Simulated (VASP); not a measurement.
# NaH (Pm-3m) in VASP: further runs

Aim: see how the results for NaH move with the level of theory and the settings. Levels: PBE, PBEsol. Tasks: single point.

All numbers are computed with VASP 6.6.1; they aren't measurements. Logs are shortened: lines on timing, memory, paths and dates and some standing lists are left out, and cuts for length are marked.

## (1) The cell of the first run

It takes space group Pm-3m (No. 221, cubic). Conventional cell: a = 2.912 Å, b = 2.912 Å, c = 2.912 Å, α = 90.00°, β = 90.00°, γ = 90.00°. Within 3.3 Å of Na (site symmetry m-3m) lie 8 H at 2.52 Å and 6 Na at 2.91 Å. H (site symmetry m-3m) has 8 Na at 2.52 Å and 6 H at 2.91 Å within 3.3 Å.

## (2) Single point, PBE (strained)

Input file INCAR:

```
SYSTEM = NaH
PREC     = Accurate       ! precision mode
ENCUT    = 520            ! plane-wave cutoff, eV
EDIFF    = 1E-7           ! SCF threshold, eV
ISMEAR   = 0              ! smearing method
SIGMA    = 0.02           ! smearing width, eV
LREAL    = .FALSE.        ! projectors in reciprocal space
LASPH    = .TRUE.         ! aspherical terms in the spheres
NELM     = 100            ! most SCF steps
ALGO     = Normal         ! electronic algorithm
ISIF     = 2              ! what is computed and relaxed
LWAVE    = .FALSE.        ! write WAVECAR
LCHARG   = .TRUE.         ! write CHGCAR
GGA      = PE             ! functional
LELF     = .TRUE.         ! ELF
LVHAR    = .TRUE.       
NBANDS   = 11             ! bands
```

Input file KPOINTS:

```
Automatic mesh
0
G
  10 10 10
  0 0 0
```

Input file POSCAR:

```
NaH
1.0
    2.9121564970      0.0000000000      0.0000000000
    0.0000000000      2.9121564970      0.0000000000
    0.0000000000      0.0000000000      2.9121564970
Na H
1 1
Direct
    0.0000000000      0.0000000000      0.0000000000
    0.5000000000      0.5000000000      0.5000000000
```

Potentials or basis: VASP PAW PBE potentials, release 64 (Na_pv, H).

Run with:

```bash
$ cat potpaw_PBE.64/Na_pv/POTCAR potpaw_PBE.64/H/POTCAR > POTCAR
$ mpirun -np 1 vasp_std > vasp.out
```

OUTCAR:

```text
SYSTEM = NaH
   PREC = Accurate
   ENCUT = 520
   EDIFF = 1E-7
   ISMEAR = 0
   LREAL = .FALSE.
   LASPH = .TRUE.
   NELM = 100
   ISIF = 2
   GGA = PE

 ion  position               nearest neighbor table
   1  0.000  0.000  0.000-
   2  0.500  0.500  0.500-

  LATTYP: Found a simple cubic cell.
 ALAT       =     2.9121564970

  Lattice vectors:

 A1 = (   2.9121564970,   0.0000000000,   0.0000000000)
 A2 = (   0.0000000000,   2.9121564970,   0.0000000000)
 A3 = (   0.0000000000,   0.0000000000,   2.9121564970)

Analysis of symmetry for initial positions (statically):
=====================================================================
 Subroutine PRICEL returns:
 Original cell was already a primitive cell.

 Routine SETGRP: Setting up the symmetry group for a
 simple cubic supercell.

 Subroutine GETGRP returns: Found 48 space group operations
 (whereof 48 operations were pure point group operations)
 out of a pool of 48 trial point group operations.

The static configuration has the point symmetry O_h .

Analysis of symmetry for dynamics (positions and initial velocities):
=====================================================================
 Subroutine PRICEL returns:
 Original cell was already a primitive cell.

 Routine SETGRP: Setting up the symmetry group for a
 simple cubic supercell.

 Subroutine GETGRP returns: Found 48 space group operations
 (whereof 48 operations were pure point group operations)
 out of a pool of 48 trial point group operations.

The dynamic configuration has the point symmetry O_h .

 Subroutine INISYM returns: Found 48 space group operations
 (whereof 48 operations are pure point group operations),
 and found     1 'primitive' translations

----------------------------------------------------------------------------------------

                                     Primitive cell

  volume of cell :      24.6970

  direct lattice vectors                    reciprocal lattice vectors
     2.912156497  0.000000000  0.000000000     0.343388139  0.000000000  0.000000000
     0.000000000  2.912156497  0.000000000     0.000000000  0.343388139  0.000000000
     0.000000000  0.000000000  2.912156497     0.000000000  0.000000000  0.343388139

  length of vectors
     2.912156497  2.912156497  2.912156497     0.343388139  0.343388139  0.343388139

  position of ions in fractional coordinates (direct lattice)
     0.000000000  0.000000000  0.000000000
     0.500000000  0.500000000  0.500000000

  ion indices of the primitive-cell ions
   primitive index   ion index
                 1           1
                 2           2

----------------------------------------------------------------------------------------

 KPOINTS: Automatic mesh

Automatic generation of k-mesh.
 Grid dimensions read from file:
 generate k-points for:   10   10   10

 Generating k-lattice:

  Cartesian coordinates                     Fractional coordinates (reciprocal lattice)
     0.034338814  0.000000000  0.000000000     0.100000000  0.000000000  0.000000000
     0.000000000  0.034338814  0.000000000     0.000000000  0.100000000  0.000000000
     0.000000000  0.000000000  0.034338814     0.000000000  0.000000000  0.100000000

  Length of vectors
     0.034338814  0.034338814  0.034338814

  Shift w.r.t. Gamma in fractional coordinates (k-lattice)
     0.000000000  0.000000000  0.000000000

 Subroutine IBZKPT returns following result:
 ===========================================

 Found     56 irreducible k-points:

 Following reciprocal coordinates:
            Coordinates               Weight
  0.000000  0.000000  0.000000      1.000000
  0.100000  0.000000  0.000000      6.000000
  0.200000  0.000000  0.000000      6.000000
  0.300000  0.000000  0.000000      6.000000
  0.400000  0.000000  0.000000      6.000000
  0.500000  0.000000  0.000000      3.000000
[... 16 lines left out ...]
  0.200000  0.100000  0.100000     24.000000
  0.300000  0.100000  0.100000     24.000000
 [... further k-points ...]
   k-points           NKPTS =     56   k-points in BZ     NKDIM =     56   number of bands    NBANDS=     11
   number of dos      NEDOS =    301   number of ions     NIONS =      2
   total plane-waves  NPLWV =  13824
   dimension x,y,z NGX =    24 NGY =   24 NGZ =   24
   dimension x,y,z NGXF=    48 NGYF=   48 NGZF=   48
   ions per type =               1   1
   NGX,Y,Z   is equivalent  to a cutoff of  13.70, 13.70, 13.70 a.u.
   NGXF,Y,Z  is equivalent  to a cutoff of  27.40, 27.40, 27.40 a.u.
 SYSTEM =  NaH
   PREC   = accura    normal or accurate (medium, high low for compatibility)
   ISTART =      0    job   : 0-new  1-cont  2-samecut
   ICHARG =      2    charge: 1-file 2-atom 10-const
   ISPIN  =      1    spin polarized calculation?
   LNONCOLLINEAR =      F non collinear calculations
   LSORBIT =      F    spin-orbit coupling
   LASPH  =      T    aspherical Exc in radial PAW
   ENCUT  =  520.0 eV  38.22 Ry    6.18 a.u.   5.41  5.41  5.41*2*pi/ulx,y,z
   NELM   =    100;   NELMIN=  2; NELMDL= -5     # of ELM steps
   EDIFF  = 0.1E-06   stopping-criterion for ELM
   LREAL  =      F    real-space projection
   EDIFFG = 0.1E-05   stopping-criterion for IOM
   NSW    =      0    number of steps for IOM
   IBRION =     -1    ionic relax: 0-MD 1-quasi-New 2-CG
   NFREE  =      0    steps in history (QN), initial steepest desc. (CG)
   ISIF   =      2    stress and relaxation
   ISYM   =      2    0-nonsym 1-usesym 2-fastsym
   POTIM  = 0.5000    time-step for ionic-motion
   TEBEG  =    0.0;   TEEND  =   0.0 temperature during run
   PSTRESS=    0.0 pullay stress
   NELECT =       8.0000    total number of electrons
   NUPDOWN=      -1.0000    fix difference up-down
   EMIN   =  10.00;   EMAX   =-10.00  energy-range for DOS
   EFERMI =   0.00;   METHOD = LEGACY
   ISMEAR =     0;   SIGMA  =   0.02  broadening in eV -4-tet -1-fermi 0-gaus
   EFERMI_NEDOS =   21; number of points for ismear=-14 and -15
   IALGO  =     38    algorithm
   IMIX   =      4    mixing-type and parameters
     AMIX     =   0.40;   BMIX     =  1.00
     AMIX_MAG =   1.60;   BMIX_MAG =  1.00
  volume/ion in A,a.u.               =      12.35        83.33
  Fermi-wavevector in a.u.,A,eV,Ry     =   1.124320  2.124658 17.199077  1.264097
  Thomas-Fermi vector in A             =   2.260992
   LORBIT       =      0    0 simple, 1 ext, 2 COOP (PROOUT), +10 PAW based schemes
   GGA     = PE    functional components
   LHFCALC =     F    Hartree Fock is set to
   AEXX    =    0.0000 exact exchange contribution
   IVDW    =     0    specifies the selected vdW correction
   LEPSILON=     F    determine dielectric tensor
   LRPA    =     F    only Hartree local field effects (RPA)
 non-spin polarized calculation
 Gauss-broadening in eV      SIGMA  =   0.02
  energy-cutoff  :      520.00
  volume of cell :       24.70
 maximum number of plane-waves:       691
 NGX is ok and might be reduce to    24
   NGX = 11   NGY = 11   NGZ = 11

 number of electron       8.0000013 magnetization

 Free energy of the ion-electron system (eV)
  ---------------------------------------------------
  ext. energy  EPLUGINS =         0.00000000
  ---------------------------------------------------
  free energy    TOTEN  =        -4.76675165 eV

  energy without entropy =       -4.76675165  energy(sigma->0) =       -4.76675165

 E-fermi :   1.7429     XC(G=0):  -8.3141

 val. band max:        1.5357926052   @ k =   0.5000   0.5000   0.5000
 cond. band min:       2.5687792183   @ k =   0.5000   0.0000   0.0000
 fundamental gap:      1.0329866130
 Fermi energy:         1.7429478353

 k-point     1 :       0.0000    0.0000    0.0000
  band No.  band energies     occupation
      1     -23.0332      2.00000
      2     -23.0332      2.00000
      3     -23.0332      2.00000
      4      -4.5945      2.00000
      5      10.5569      0.00000
      6      12.6756      0.00000
      7      12.6756      0.00000
      8      14.3446      0.00000
      9      14.3446      0.00000
     10      14.3446      0.00000
     11      27.8209      0.00000

 k-point     2 :       0.1000    0.0000    0.0000
  band No.  band energies     occupation
      1     -23.0528      2.00000
      2     -23.0315      2.00000
      3     -23.0315      2.00000
      4      -4.4320      2.00000
      5       9.5547      0.00000
      6      11.7259      0.00000
      7      12.8459      0.00000
      8      14.4641      0.00000
      9      14.4641      0.00000
     10      16.6852      0.00000
     11      26.2903      0.00000

 k-point     3 :       0.2000    0.0000    0.0000
  band No.  band energies     occupation
      1     -23.1038      2.00000
      2     -23.0270      2.00000
      3     -23.0270      2.00000
      4      -3.9602      2.00000
      5       7.2319      0.00000
      6      11.8283      0.00000
      7      13.3530      0.00000
      8      14.8153      0.00000
      9      14.8153      0.00000
     10      20.0248      0.00000
     11      24.0590      0.00000

 k-point     4 :       0.3000    0.0000    0.0000
  band No.  band energies     occupation
      1     -23.1662      2.00000
      2     -23.0215      2.00000
      3     -23.0215      2.00000
      4      -3.2355      2.00000
      5       5.0241      0.00000
      6      12.2383      0.00000
      7      14.1800      0.00000
      8      15.3669      0.00000
      9      15.3669      0.00000
     10      21.6711      0.00000
     11      22.0746      0.00000

 k-point     5 :       0.4000    0.0000    0.0000
  band No.  band energies     occupation
      1     -23.2162      2.00000
      2     -23.0171      2.00000
      3     -23.0171      2.00000
      4      -2.4219      2.00000
      5       3.3028      0.00000
      6      12.6330      0.00000
      7      15.2511      0.00000
      8      16.0060      0.00000
      9      16.0060      0.00000
     10      19.5434      0.00000
     11      20.5602      0.00000
[... 211 lines left out ...]
 k-point    21 :       0.5000    0.5000    0.0000
  band No.  band energies     occupation
      1     -23.1999      2.00000
      2     -23.1999      2.00000
      3     -22.9990      2.00000
      4      -0.2810      2.00000
      5       5.8854      0.00000
      6       5.8854      0.00000
      7       8.5687      0.00000
      8      16.6053      0.00000
      9      20.5406      0.00000
     10      20.5406      0.00000
     11      20.9746      0.00000

 k-point    22 :       0.1000    0.1000    0.1000
  band No.  band energies     occupation
      1     -23.0527      2.00000
      2     -23.0473      2.00000
      3     -23.0473      2.00000
      4      -4.1135      2.00000
      5       9.1285      0.00000
      6      10.7674      0.00000
      7      10.7674      0.00000
      8      16.2657      0.00000
      9      17.1618      0.00000
     10      17.1618      0.00000
     11      23.8959      0.00000

 k-point    23 :       0.2000    0.1000    0.1000
  band No.  band energies     occupation
      1     -23.0996      2.00000
      2     -23.0456      2.00000
      3     -23.0426      2.00000
      4      -3.6536      2.00000
      5       7.4538      0.00000
      6      10.2911      0.00000
      7      11.2278      0.00000
      8      16.7256      0.00000
      9      17.3983      0.00000
     10      20.1872      0.00000
     11      21.5209      0.00000

 k-point    24 :       0.3000    0.1000    0.1000
  band No.  band energies     occupation
      1     -23.1608      2.00000
      2     -23.0396      2.00000
      3     -23.0368      2.00000
      4      -2.9496      2.00000
      5       5.3256      0.00000
      6      10.7313      0.00000
      7      11.9898      0.00000
      8      17.1448      0.00000
      9      17.2371      0.00000
     10      20.1085      0.00000
     11      20.6382      0.00000

 [... further k-points ...]
[... 5 lines left out ...]
  --------------------------------------------------------------------------------------
  -------------------------------------------------------------------------------------
  Total        0.2094491      0.2094491      0.2094491     -0.0000000     -0.0000000      0.0000000
  in kB       13.5876699     13.5876699     13.5876699     -0.0000000     -0.0000000      0.0000000
  external PRESSURE =      13.5876699 kB  Pullay stress =       0.0000000 kB

 VOLUME and BASIS-vectors are now :
 -----------------------------------------------------------------------------
  energy-cutoff  :      520.00
  volume of cell :       24.70
      direct lattice vectors                 reciprocal lattice vectors
     2.912156497  0.000000000  0.000000000     0.343388139  0.000000000  0.000000000
     0.000000000  2.912156497  0.000000000     0.000000000  0.343388139  0.000000000
     0.000000000  0.000000000  2.912156497     0.000000000  0.000000000  0.343388139

 POSITION                                       TOTAL-FORCE (eV/Angst)
 -----------------------------------------------------------------------------------
      0.00000      0.00000      0.00000         0.000000      0.000000      0.000000
      1.45608      1.45608      1.45608         0.000000      0.000000      0.000000
 -----------------------------------------------------------------------------------
    total drift:                                0.000000      0.000000      0.000000

  FREE ENERGIE OF THE ION-ELECTRON SYSTEM (eV)
  ---------------------------------------------------
  free  energy   TOTEN  =        -4.7667516540 eV

  energy  without entropy=       -4.7667516540  energy(sigma->0) =       -4.76675165
```

Run time: 13 s. Hardware: 1 thread of Intel Xeon Platinum 8175M at 2.50GHz (Skylake/Cascade Lake), shared host; peak memory 0.13 GiB.

What came out:

```yaml
Free_energy: -4.7668 eV
Pressure: 1.4 GPa
Band_gap_on_the_k_mesh: 1.03 eV, indirect (least direct gap 4.56 eV)
```

Caveat: the cell differs from its parent crystal (strained). A k mesh can miss the band edges.

## (3) Single point, PBEsol (functional PBEsol, strained)

Input file INCAR:

```
SYSTEM = NaH
PREC = Accurate ; ENCUT = 520
EDIFF = 1E-7 ; ISMEAR = 0
SIGMA = 0.02 ; LREAL = .FALSE.
LASPH = .TRUE. ; NELM = 60
ALGO = Normal ; ISIF = 2
LWAVE = .FALSE. ; LCHARG = .FALSE.
GGA = PS ; NBANDS = 11
```

KPOINTS is that of step 2.

Input file POSCAR:

```
NaH
1.0
    2.9364771676      0.0000000000      0.0000000000
    0.0000000000      2.9364771676      0.0000000000
    0.0000000000      0.0000000000      2.9364771676
Na H
1 1
Direct
    0.0000000000      0.0000000000      0.0000000000
    0.5000000000      0.5000000000      0.5000000000
```

Potentials or basis: VASP PAW PBE potentials, release 64 (Na_pv, H).

Run with:

```bash
$ cat potpaw_PBE.64/Na_pv/POTCAR potpaw_PBE.64/H/POTCAR > POTCAR
$ mpirun -np 1 vasp_std > vasp.out
```

Run time: 13 s. Hardware: 1 thread of Intel Xeon Platinum 8175M at 2.50GHz (Skylake/Cascade Lake), shared host; peak memory 0.14 GiB.

The run converged. Its results:

| Item | Value |
| --- | --- |
| Free energy | -4.7889 eV |
| Pressure | 0.0 GPa |
| Band gap on the k mesh | 0.80 eV, indirect (least direct gap 4.36 eV) |

Levels at points of the mesh, in eV from the valence-band top:
| k point | band 1 | band 2 | band 3 | band 4 | band 5 | band 6 | band 7 | band 8 |
| --- | --- | --- | --- | --- | --- | --- | --- | --- |
| (0.00, 0.00, 0.00) | -24.50 | -24.50 | -24.50 | -6.17 | 8.79 | 10.77 | 10.77 | 12.42 |
| (0.50, 0.00, 0.00) | -24.69 | -24.48 | -24.48 | -3.56 | 0.80 | 10.94 | 14.08 | 14.46 |
| (0.50, 0.50, 0.00) | -24.66 | -24.66 | -24.47 | -1.83 | 4.06 | 4.06 | 6.71 | 14.71 |
| (0.50, 0.50, 0.50) | -24.63 | -24.63 | -24.63 | 0.00 | 6.68 | 6.68 | 6.68 | 8.99 |

Caveat: the cell differs from its parent crystal (functional PBEsol, strained); the PAW data sets were made with another functional, which shifts forces and pressure a little. A k mesh can miss the band edges.
